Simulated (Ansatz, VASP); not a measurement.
# One calculation of Si2B2C, two programs

```
CELL_PARAMETERS angstrom
2.91803 0.00000 0.00000
-1.45902 2.52709 0.00000
0.00000 0.00000 8.27890
ATOMIC_POSITIONS crystal
Si 0.33333 0.66667 0.14691
Si 0.33333 0.66667 0.85309
B 0.00000 0.00000 0.50000
B 0.33333 0.66667 0.50000
C 0.66667 0.33333 0.50000
```

Alike in both runs: functional PBE; k mesh 12 × 12 × 6; occupations gaussian, width 0.1 eV; no spin polarisation.

Ansatz relaxed the structure, and its values are those at the end. VASP's run is a single point on that final structure, the one shown.

|  | VASP | Ansatz |
| --- | --- | --- |
| version | VASP 6.6.1 | Ansatz 0.2.0 |
| potentials or method | VASP PAW PBE potentials, release 64 (Si, B, C), cutoff 520 eV | scalar-relativistic, plane waves, PAW |
| valence electrons in the cell | 18 | 18 |

```csv
,VASP,Ansatz,Ansatz less VASP
gap on the k mesh at the Fermi level (eV),none,none,-
pressure (GPa),-0.1,0.0,+0.06
```

A gap of «none» marks a metal or a gap that the smearing closes.
